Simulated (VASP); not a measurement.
Here is a VASP 6.6.1 calculation.

The input INCAR:

```
ALGO = Normal
DIPOL = 0.5 0.5 0.539
EDIFF = 1E-6
ENCUT = 520
GGA = PE
IDIPOL = 3
ISIF = 2
ISMEAR = 0
IVDW = 12
LASPH = T
LCHARG = F
LDIPOL = T
LREAL = Auto
LWAVE = F
NBANDS = 86
NELM = 60
PREC = Accurate
SIGMA = 0.05
```

File KPOINTS:

```
k-points
0
Gamma
  6 6 1
```

File POSCAR:

```
C
1.0
    5.0301999808      0.0000000000      0.0000000000
   -2.5150999904      4.3562809695      0.0000000000
    0.0000000000      0.0000000000     23.6741042643
C
32
Direct
    0.6666666667      0.3333333333      0.3590420953
    0.6666666667      0.8333333333      0.3590420953
    0.1666666667      0.3333333333      0.3590420953
    0.1666666667      0.8333333333      0.3590420953
    0.5000000000      0.5000000000      0.3807279268
    0.5000000000      0.0000000000      0.3807279268
    0.0000000000      0.5000000000      0.3807279268
    0.0000000000      0.0000000000      0.3807279268
    0.0000000000      0.5000000000      0.4457854213
    0.0000000000      0.0000000000      0.4457854213
    0.5000000000      0.5000000000      0.4457854213
    0.5000000000      0.0000000000      0.4457854213
    0.8333333333      0.6666666667      0.4674712528
    0.8333333333      0.1666666667      0.4674712528
    0.3333333333      0.6666666667      0.4674712528
    0.3333333333      0.1666666667      0.4674712528
    0.3333333333      0.6666666667      0.5925111256
    0.3333333333      0.1666666667      0.5925111256
    0.8333333333      0.6666666667      0.5925111256
    0.8333333333      0.1666666667      0.5925111256
    0.1666666667      0.8333333333      0.5929258681
    0.1666666667      0.3333333333      0.5929258681
    0.6666666667      0.8333333333      0.5929258681
    0.6666666667      0.3333333333      0.5929258681
    0.6666666667      0.8333333333      0.7351864765
    0.6666666667      0.3333333333      0.7351864765
    0.1666666667      0.8333333333      0.7351864765
    0.1666666667      0.3333333333      0.7351864765
    0.5000000000      0.0000000000      0.7352290043
    0.5000000000      0.5000000000      0.7352290043
    0.0000000000      0.0000000000      0.7352290043
    0.0000000000      0.5000000000      0.7352290043
```

Potentials or basis: VASP PAW PBE potentials, release 64 (C).

Command:

```console
$ cat potpaw_PBE.64/C/POTCAR > POTCAR
$ mpirun -np 1 vasp_std > vasp.out
```

**Question.** Estimate the largest force.

**Answer.** 6.675 eV/Å.

**Question.** Predict the dispersion energy per atom.

**Answer.** -0.142 eV.

Forces in eV/Å, atoms in the order of the input:
```
C    0.000  0.000  4.041
C    0.000  0.000  4.041
C    0.000  0.000  4.041
C    0.000  0.000  4.041
C    0.000  0.000 -6.675
C    0.000  0.000 -6.675
C    0.000  0.000 -6.675
C    0.000  0.000 -6.675
C    0.000  0.000  6.570
C    0.000  0.000  6.570
C    0.000  0.000  6.570
C    0.000  0.000  6.570
C    0.000  0.000 -3.933
C    0.000  0.000 -3.933
C    0.000  0.000 -3.933
C    0.000  0.000 -3.933
C    0.000  0.000 -0.002
C    0.000  0.000 -0.002
C    0.000  0.000 -0.002
C    0.000  0.000 -0.002
C    0.000  0.000  0.004
C    0.000  0.000  0.004
C    0.000  0.000  0.004
C    0.000  0.000  0.004
C    0.000  0.000  0.006
C    0.000  0.000  0.006
C    0.000  0.000  0.006
C    0.000  0.000  0.006
C    0.000  0.000 -0.010
C    0.000  0.000 -0.010
C    0.000  0.000 -0.010
C    0.000  0.000 -0.010
```
